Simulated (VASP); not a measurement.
# CaSe (Fm-3m) in VASP: settings compared

CaSe is run at these levels: PBE, r2SCAN50; tasks: single point.

All numbers are computed with VASP 6.6.1; they aren't measurements. Logs are shortened: lines on timing, memory, paths and dates and some standing lists are left out, and cuts for length are marked.

## 1. The cell of the first run

The structure is cubic, space group Fm-3m (No. 225). The conventional cell has a = 5.912 Å, b = 5.912 Å, c = 5.912 Å, α = 90.00°, β = 90.00°, γ = 90.00°. Ca (site symmetry m-3m) has 6 Se at 2.96 Å within 3.9 Å. Se (site symmetry m-3m) has 6 Ca at 2.96 Å within 3.9 Å.

## 2. Single point, PBE

Contents of INCAR:

```
PREC     = Accurate       # precision mode
ENCUT    = 520            # plane-wave cutoff, eV
EDIFF    = 1E-6           # SCF threshold, eV
ISMEAR   = 0              # smearing method
SIGMA    = 0.05           # smearing width, eV
LREAL    = False          # projectors in reciprocal space
LASPH    = True           # aspherical terms in the spheres
NELM     = 80             # most SCF steps
ALGO     = Normal         # electronic algorithm
ISIF     = 2              # what is computed and relaxed
LWAVE    = False          # write WAVECAR
LCHARG   = False          # write CHGCAR
GGA      = PE             # functional
NBANDS   = 15             # bands
```

Contents of KPOINTS:

```
Automatic mesh
0
Gamma
  4 4 4
```

Contents of POSCAR:

```
CaSe
1.0
    0.0000000000      2.9559985193      2.9559985193
    2.9559985193      0.0000000000      2.9559985193
    2.9559985193      2.9559985193      0.0000000000
Ca Se
1 1
Direct
    0.5000000000      0.5000000000      0.5000000000
    0.0000000000      0.0000000000      0.0000000000
```

Potentials or basis: VASP PAW PBE potentials, release 64 (Ca_sv, Se).

The run is started by

```console
> cat potpaw_PBE.64/Ca_sv/POTCAR potpaw_PBE.64/Se/POTCAR > POTCAR
> mpirun -np 1 vasp_std > vasp.out
```

OUTCAR:

```text
PREC = Accurate
   ENCUT = 520
   EDIFF = 1E-6
   ISMEAR = 0
   LREAL = False
   LASPH = True
   NELM = 80
   ISIF = 2
   GGA = PE

 ion  position               nearest neighbor table
   1  0.500  0.500  0.500-   2 2.96   2 2.96   2 2.96   2 2.96   2 2.96   2 2.96
   2  0.000  0.000  0.000-   1 2.96   1 2.96   1 2.96   1 2.96   1 2.96   1 2.96

  LATTYP: Found a face centered cubic cell.
 ALAT       =     5.9119970386

  Lattice vectors:

 A1 = (   0.0000000000,   2.9559985193,   2.9559985193)
 A2 = (   2.9559985193,   0.0000000000,   2.9559985193)
 A3 = (   2.9559985193,   2.9559985193,   0.0000000000)

Analysis of symmetry for initial positions (statically):
=====================================================================
 Subroutine PRICEL returns:
 Original cell was already a primitive cell.

 Routine SETGRP: Setting up the symmetry group for a
 face centered cubic supercell.

 Subroutine GETGRP returns: Found 48 space group operations
 (whereof 48 operations were pure point group operations)
 out of a pool of 48 trial point group operations.

The static configuration has the point symmetry O_h .

Analysis of symmetry for dynamics (positions and initial velocities):
=====================================================================
 Subroutine PRICEL returns:
 Original cell was already a primitive cell.

 Routine SETGRP: Setting up the symmetry group for a
 face centered cubic supercell.

 Subroutine GETGRP returns: Found 48 space group operations
 (whereof 48 operations were pure point group operations)
 out of a pool of 48 trial point group operations.

The dynamic configuration has the point symmetry O_h .

 Subroutine INISYM returns: Found 48 space group operations
 (whereof 48 operations are pure point group operations),
 and found     1 'primitive' translations

----------------------------------------------------------------------------------------

                                     Primitive cell

  volume of cell :      51.6586

  direct lattice vectors                    reciprocal lattice vectors
     0.000000000  2.955998519  2.955998519    -0.169147581  0.169147581  0.169147581
     2.955998519  0.000000000  2.955998519     0.169147581 -0.169147581  0.169147581
     2.955998519  2.955998519  0.000000000     0.169147581  0.169147581 -0.169147581

  length of vectors
     4.180413196  4.180413196  4.180413196     0.292972205  0.292972205  0.292972205

  position of ions in fractional coordinates (direct lattice)
     0.500000000  0.500000000  0.500000000
     0.000000000  0.000000000  0.000000000

  ion indices of the primitive-cell ions
   primitive index   ion index
                 1           1
                 2           2

----------------------------------------------------------------------------------------

 KPOINTS: Automatic mesh

Automatic generation of k-mesh.
 Grid dimensions read from file:
 generate k-points for:    4    4    4

 Generating k-lattice:

  Cartesian coordinates                     Fractional coordinates (reciprocal lattice)
    -0.042286895  0.042286895  0.042286895     0.250000000  0.000000000  0.000000000
     0.042286895 -0.042286895  0.042286895     0.000000000  0.250000000  0.000000000
     0.042286895  0.042286895 -0.042286895     0.000000000  0.000000000  0.250000000

  Length of vectors
     0.073243051  0.073243051  0.073243051

  Shift w.r.t. Gamma in fractional coordinates (k-lattice)
     0.000000000  0.000000000  0.000000000

 Subroutine IBZKPT returns following result:
 ===========================================

 Found      8 irreducible k-points:

 Following reciprocal coordinates:
            Coordinates               Weight
  0.000000  0.000000  0.000000      1.000000
  0.250000  0.000000  0.000000      8.000000
  0.500000  0.000000  0.000000      4.000000
  0.250000  0.250000  0.000000      6.000000
  0.500000  0.250000  0.000000     24.000000
 -0.250000  0.250000  0.000000     12.000000
  0.500000  0.500000  0.000000      3.000000
 -0.250000  0.500000  0.250000      6.000000
   k-points           NKPTS =      8   k-points in BZ     NKDIM =      8   number of bands    NBANDS=     15
   number of dos      NEDOS =    301   number of ions     NIONS =      2
   total plane-waves  NPLWV =  32768
   dimension x,y,z NGX =    32 NGY =   32 NGZ =   32
   dimension x,y,z NGXF=    64 NGYF=   64 NGZF=   64
   ions per type =               1   1
   NGX,Y,Z   is equivalent  to a cutoff of  12.73, 12.73, 12.73 a.u.
   NGXF,Y,Z  is equivalent  to a cutoff of  25.45, 25.45, 25.45 a.u.
 SYSTEM =  unknown system
   PREC   = accura    normal or accurate (medium, high low for compatibility)
   ISTART =      0    job   : 0-new  1-cont  2-samecut
   ICHARG =      2    charge: 1-file 2-atom 10-const
   ISPIN  =      1    spin polarized calculation?
   LNONCOLLINEAR =      F non collinear calculations
   LSORBIT =      F    spin-orbit coupling
   LASPH  =      T    aspherical Exc in radial PAW
   ENCUT  =  520.0 eV  38.22 Ry    6.18 a.u.   7.77  7.77  7.77*2*pi/ulx,y,z
   NELM   =     80;   NELMIN=  2; NELMDL= -5     # of ELM steps
   EDIFF  = 0.1E-05   stopping-criterion for ELM
   LREAL  =      F    real-space projection
   EDIFFG = 0.1E-04   stopping-criterion for IOM
   NSW    =      0    number of steps for IOM
   IBRION =     -1    ionic relax: 0-MD 1-quasi-New 2-CG
   NFREE  =      0    steps in history (QN), initial steepest desc. (CG)
   ISIF   =      2    stress and relaxation
   ISYM   =      2    0-nonsym 1-usesym 2-fastsym
   POTIM  = 0.5000    time-step for ionic-motion
   TEBEG  =    0.0;   TEEND  =   0.0 temperature during run
   PSTRESS=    0.0 pullay stress
   NELECT =      16.0000    total number of electrons
   NUPDOWN=      -1.0000    fix difference up-down
   EMIN   =  10.00;   EMAX   =-10.00  energy-range for DOS
   EFERMI =   0.00;   METHOD = LEGACY
   ISMEAR =     0;   SIGMA  =   0.05  broadening in eV -4-tet -1-fermi 0-gaus
   EFERMI_NEDOS =   21; number of points for ismear=-14 and -15
   IALGO  =     38    algorithm
   IMIX   =      4    mixing-type and parameters
     AMIX     =   0.40;   BMIX     =  1.00
     AMIX_MAG =   1.60;   BMIX_MAG =  1.00
  volume/ion in A,a.u.               =      25.83       174.30
  Fermi-wavevector in a.u.,A,eV,Ry     =   1.107645  2.093146 16.692683  1.226878
  Thomas-Fermi vector in A             =   2.244162
   LORBIT       =      0    0 simple, 1 ext, 2 COOP (PROOUT), +10 PAW based schemes
   GGA     = PE    functional components
   LHFCALC =     F    Hartree Fock is set to
   AEXX    =    0.0000 exact exchange contribution
   IVDW    =     0    specifies the selected vdW correction
   LEPSILON=     F    determine dielectric tensor
   LRPA    =     F    only Hartree local field effects (RPA)
 non-spin polarized calculation
 Gauss-broadening in eV      SIGMA  =   0.05
  energy-cutoff  :      520.00
  volume of cell :       51.66
 maximum number of plane-waves:      1411
   NGX = 15   NGY = 15   NGZ = 15

 number of electron      15.9999998 magnetization

 Free energy of the ion-electron system (eV)
  ---------------------------------------------------
  ext. energy  EPLUGINS =         0.00000000
  ---------------------------------------------------
  free energy    TOTEN  =        -9.46363819 eV

  energy without entropy =       -9.46363819  energy(sigma->0) =       -9.46363819

 E-fermi :   2.7138     XC(G=0):  -9.1581

 val. band max:        2.4702473651   @ k =   0.0000   0.0000   0.0000
 cond. band min:       4.4800230380   @ k =   0.5000   0.5000   0.0000
 fundamental gap:      2.0097756728
 Fermi energy:         2.7137618025

 k-point     1 :       0.0000    0.0000    0.0000
  band No.  band energies     occupation
      1     -37.2904      2.00000
      2     -18.2846      2.00000
      3     -18.2846      2.00000
      4     -18.2846      2.00000
      5      -9.3323      2.00000
      6       2.4702      2.00000
      7       2.4702      2.00000
      8       2.4702      2.00000
      9       5.8164      0.00000
     10       6.1639      0.00000
     11       6.1639      0.00000
     12       6.1639      0.00000
     13       6.7334      0.00000
     14       6.7334      0.00000
     15      12.1810      0.00000

 k-point     2 :       0.2500    0.0000    0.0000
  band No.  band energies     occupation
      1     -37.2870      2.00000
      2     -18.3429      2.00000
      3     -18.2885      2.00000
      4     -18.2885      2.00000
      5      -9.0018      2.00000
      6       0.4605      2.00000
      7       1.7650      2.00000
      8       1.7650      2.00000
      9       6.1880      0.00000
     10       6.8942      0.00000
     11       6.8942      0.00000
     12       8.1385      0.00000
     13       8.1385      0.00000
     14       8.2108      0.00000
     15      11.8774      0.00000

 k-point     3 :       0.5000    0.0000    0.0000
  band No.  band energies     occupation
      1     -37.2836      2.00000
      2     -18.3998      2.00000
      3     -18.2924      2.00000
      4     -18.2924      2.00000
      5      -8.6306      2.00000
      6      -0.8241      2.00000
      7       1.2657      2.00000
      8       1.2657      2.00000
      9       6.9842      0.00000
     10       7.9421      0.00000
     11       7.9674      0.00000
     12       7.9674      0.00000
     13       9.9864      0.00000
     14       9.9864      0.00000
     15      10.5461      0.00000
[... 55 lines left out ...]
 k-point     7 :       0.5000    0.5000    0.0000
  band No.  band energies     occupation
      1     -37.2814      2.00000
      2     -18.3676      2.00000
      3     -18.3179      2.00000
      4     -18.3179      2.00000
      5      -8.7500      2.00000
      6      -0.0577      2.00000
      7       1.5332      2.00000
      8       1.5332      2.00000
      9       4.4800      0.00000
     10       7.5008      0.00000
     11       7.5191      0.00000
     12       8.4921      0.00000
     13       8.5031      0.00000
     14       8.5031      0.00000
     15      12.6160      0.00000

 k-point     8 :      -0.2500    0.5000    0.2500
  band No.  band energies     occupation
      1     -37.2814      2.00000
      2     -18.3427      2.00000
      3     -18.3427      2.00000
      4     -18.3245      2.00000
      5      -8.6595      2.00000
      6       0.4818      2.00000
      7       0.4818      2.00000
      8       0.7884      2.00000
      9       6.8632      0.00000
     10       6.8632      0.00000
     11       7.7069      0.00000
     12       8.2012      0.00000
     13       8.5088      0.00000
     14      11.0966      0.00000
     15      11.4754      0.00000

------------------------ aborting loop because EDIFF is reached ----------------------------------------

  FORCE on cell =-STRESS in cart. coord.  units (eV):
  Direction    XX          YY          ZZ          XY          YZ          ZX
  --------------------------------------------------------------------------------------
  -------------------------------------------------------------------------------------
  Total        0.4741663      0.4741663      0.4741663      0.0000000      0.0000000     -0.0000000
  in kB       14.7061389     14.7061389     14.7061389      0.0000000      0.0000000     -0.0000000
  external PRESSURE =      14.7061389 kB  Pullay stress =       0.0000000 kB

 VOLUME and BASIS-vectors are now :
 -----------------------------------------------------------------------------
  energy-cutoff  :      520.00
  volume of cell :       51.66
      direct lattice vectors                 reciprocal lattice vectors
     0.000000000  2.955998519  2.955998519    -0.169147581  0.169147581  0.169147581
     2.955998519  0.000000000  2.955998519     0.169147581 -0.169147581  0.169147581
     2.955998519  2.955998519  0.000000000     0.169147581  0.169147581 -0.169147581

 POSITION                                       TOTAL-FORCE (eV/Angst)
 -----------------------------------------------------------------------------------
      2.95600      2.95600      2.95600         0.000000     -0.000000     -0.000000
      0.00000      0.00000      0.00000        -0.000000      0.000000      0.000000
 -----------------------------------------------------------------------------------
    total drift:                                0.000000     -0.000000      0.000000

  FREE ENERGIE OF THE ION-ELECTRON SYSTEM (eV)
  ---------------------------------------------------
  free  energy   TOTEN  =        -9.4636381860 eV

  energy  without entropy=       -9.4636381860  energy(sigma->0) =       -9.46363819
```

It took 17 s on 1 thread of Oxide Virtual Turin-like, shared host; peak memory 0.14 GiB.

What came out:

| Property | Result |
| --- | --- |
| Free energy | -9.4636 eV |
| Pressure | 1.5 GPa |
| Band gap on the k mesh | 2.01 eV (least direct gap 2.95 eV) |

Caveat: the k points lie up to 0.46 Å⁻¹ apart. A k mesh can miss the band edges.

(Part 1 of 2 ends here.)
